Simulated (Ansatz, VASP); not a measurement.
**One calculation of PbS, two programs**

File INCAR:

```
PREC = Accurate ; ENCUT = 520
EDIFF = 1E-6 ; ISMEAR = -1
SIGMA = 0.02 ; LREAL = F
LASPH = T ; NELM = 150
ALGO = Normal ; ISIF = 2
LWAVE = F ; LCHARG = F
MAGMOM = 0 0 0 0 0 0 0 0 0 0 0 0 ; LORBIT = 11
LSORBIT = T ; GGA_COMPAT = F
LORBMOM = T ; GGA = PE
NBANDS = 54
```

File KPOINTS:

```
Automatic mesh
0
Gamma
  6 6 6
```

POSCAR

```
PbS
1.0
    2.0637484134     -5.8692756837      0.0000000000
    2.0637484134      5.8692756837      0.0000000000
    0.0000000000      0.0000000000      4.2604423684
Pb S
2 2
Direct
    0.8722772593      0.1277227407      0.7500000000
    0.1277227407      0.8722772593      0.2500000000
    0.6436799881      0.3563200119      0.7500000000
    0.3563200119      0.6436799881      0.2500000000
```

Input for Ansatz:

```yaml
crystal:
  lattice:
    - [2.0637484134, -5.8692756837, 0.0]
    - [2.0637484134, 5.8692756837, 0.0]
    - [0.0, 0.0, 4.2604423684]
  atoms:
    - { symbol: Pb, position: [0.8722772593, 0.1277227407, 0.75] }
    - { symbol: Pb, position: [0.1277227407, 0.8722772593, 0.25] }
    - { symbol: S, position: [0.6436799881, 0.3563200119, 0.75] }
    - { symbol: S, position: [0.3563200119, 0.6436799881, 0.25] }
kpoints:
  mp_grid: { grid: [6, 6, 6] }
  band_path:
    path:
      - [0.0, 0.0, 0.0]
      - [-0.5, 0.5, 0.0]
      - [-0.2809089673, 0.7190910327, 0.0]
      - [0.2809089673, 0.2809089673, 0.0]
      - [0.0, 0.0, 0.5]
      - [0.2809089673, 0.2809089673, 0.5]
      - [-0.2809089673, 0.7190910327, 0.5]
      - [-0.5, 0.5, 0.5]
      - [0.0, 0.5, 0.0]
      - [-0.5, -0.5, 0.36849]
      - [0.453125, 0.453125, 0.0]
      - [-0.5, 0.5, 0.35]
    npoints: 1
hamiltonian:
  xc: pbe
scf:
  occupations: { method: fermi_dirac, width: 0.02 }
  n_extra_bands: 10
magnetization:
  noncollinear: true
  spin_orbit: true
output:
  forces: true
  stress: true
  eigenvalues: true
  write_density: true
  write_potential: true
  elf: true
  volumetric_format: npy
```

Alike in both runs: task single point; functional PBE; k mesh 6 × 6 × 6; occupations fermi-dirac, width 0.02 eV; non-collinear spin, spin-orbit coupling.

```csv
,VASP,Ansatz
version,VASP 6.6.1,Ansatz 0.2.0
potentials or method,"VASP PAW PBE potentials, release 64 (Pb_d, S)","plane waves, PAW"
plane-wave cutoff (eV),520,420
valence electrons in the cell,40,40
```

```tsv
	VASP	Ansatz	Ansatz less VASP
pressure (GPa)	1.9	1.9	-0.01
traceless stress, the component that is largest in VASP (GPa)	0.10	0.04	-0.065
rms of the force components (eV/Å)	0.032	0.021	-0.0113
net moment per atom (μB)	0.00	0.00	0.000
```

Atom by atom the forces differ by 0.012 eV/Å (rms over components). The functional is the same, so the differences come from potentials, cutoffs and numerics.
